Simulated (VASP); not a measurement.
GeW (CsCl type): relaxation of cell and atoms with PBE

The system is GeW (CsCl type).

```
W Ge
1.0
     2.53754    0.00000    0.00000
     0.00000    2.53754    0.00000
     0.00000    0.00000    2.53754
W Ge
1 1
Direct
  0.00000 0.00000 0.00000
  0.50000 0.50000 0.50000
```

```yaml
Program: VASP 6.6.1
Task: relaxation of cell and atoms
Functional: PBE
Potentials_or_basis: VASP PAW PBE potentials, release 64 (W_sv, Ge_d)
Cutoff: 600 eV
k_mesh: 16 × 16 × 16
Occupations: fermi-dirac, width 0.05 eV
Spin: no spin polarisation
Target_pressure: 520 GPa
Dipole_correction: no
Further_INCAR_settings: ALGO = Normal; EDIFF = 1e-06; IBRION = 2; EDIFFG = -0.005; NSW = 32; ISIF = 3
```

| Item | Value |
| --- | --- |
| Relaxed volume | 8.22 Å³/atom |
| Relaxed cell | a = 2.542 Å, b = 2.542 Å, c = 2.542 Å, α = 90.00°, β = 90.00°, γ = 90.00° |
| Space group after relaxing (to 0.1 Å) | Pm-3m (No. 221) |
| Energy change on relaxing (the run minimises the enthalpy) | -155.7 meV/atom |
| Ionic steps | 6 |
| Pressure after relaxing | 520.0 GPa |
| Band gap on the k mesh | zero (bands 14 and 15 overlap by 10.31 eV) |

Step by step:
| step | energy change (eV) | largest force (eV/Å) | pressure (GPa) | volume (Å³) |
| --- | --- | --- | --- | --- |
| 1 | 0.0000 | 0.0000 | 531.39 | 16.34 |
| 2 | -4.0084 | 0.0000 | 386.19 | 17.75 |
| 3 | -0.3255 | 0.0000 | 519.80 | 16.44 |
| 4 | -0.3191 | 0.0000 | 519.83 | 16.44 |
| 5 | -0.2838 | 0.0000 | 520.60 | 16.43 |
| 6 | -0.3114 | 0.0000 | 519.97 | 16.43 |

Final structure:
```cif
data_structure
_symmetry_space_group_name_H-M 'P 1'
_symmetry_Int_Tables_number 1
_cell_length_a 2.5424
_cell_length_b 2.5424
_cell_length_c 2.5424
_cell_angle_alpha 90.000
_cell_angle_beta 90.000
_cell_angle_gamma 90.000
_cell_volume 16.43
loop_
_atom_site_label
_atom_site_type_symbol
_atom_site_fract_x
_atom_site_fract_y
_atom_site_fract_z
_atom_site_occupancy
W1 W 0.00000 0.00000 0.00000 1
Ge1 Ge 0.50000 0.50000 0.50000 1
```

Levels at points of the mesh, in eV from the Fermi level:
| k point | band 11 | band 12 | band 13 | band 14 | band 15 | band 16 | band 17 | band 18 |
| --- | --- | --- | --- | --- | --- | --- | --- | --- |
| (0.00, 0.00, 0.00) | -7.64 | -7.64 | 3.34 | 3.34 | 3.34 | 4.52 | 4.52 | 4.52 |
| (0.50, 0.00, 0.00) | -10.75 | -6.53 | -4.31 | -4.31 | 3.62 | 6.38 | 7.71 | 14.94 |
| (0.50, 0.50, 0.00) | -5.87 | -4.53 | -4.53 | -0.96 | -0.96 | 7.69 | 8.10 | 11.57 |
| (0.50, 0.50, 0.50) | -11.88 | -11.88 | -4.27 | 8.23 | 8.23 | 8.36 | 8.36 | 8.36 |

Run time: 77 s on 1 thread of Intel(R) Xeon(R) 6975P-C (Granite Rapids) (shared host), peak memory 0.17 GiB.

Caveat: the cell is relaxed towards a set pressure, so the run minimises the enthalpy, not the energy; spin-orbit coupling is left out, which moves the levels of the heavy elements.
